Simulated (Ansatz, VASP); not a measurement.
# MgO: VASP beside Ansatz

```
Mg O
1.0
     0.00000    2.17003    2.17003
     2.17003    0.00000    2.17003
     2.17003    2.17003    0.00000
Mg O
1 1
Direct
  0.00000 0.00000 0.00000
  0.50000 0.50000 0.50000
```

Alike in both runs: task single point; functional r2SCAN; k mesh 10 × 10 × 10; occupations gaussian, width 0.02 eV; no spin polarisation.

|  | VASP | Ansatz |
| --- | --- | --- |
| version | VASP 6.6.1 | Ansatz 0.2.0 |
| potentials or method | VASP PAW PBE potentials, release 64 (Mg, O), cutoff 520 eV | scalar-relativistic, plane waves, PAW |
| valence electrons in the cell | 8 | 16 |

|  | VASP | Ansatz | Ansatz less VASP |
| --- | --- | --- | --- |
| gap on the k mesh at the Fermi level (eV) | 4.74 | 4.77 | +0.025 |
| least direct gap on the mesh (eV) | 4.74 | 4.77 | +0.025 |
| pressure (GPa) | -14.1 | -13.1 | +1.06 |

VASP's potentials were made for PBE, not for r2SCAN. VASP's potentials hold 8 valence electrons a cell and Ansatz's 16, so a difference there can come from the potentials and not from the codes.
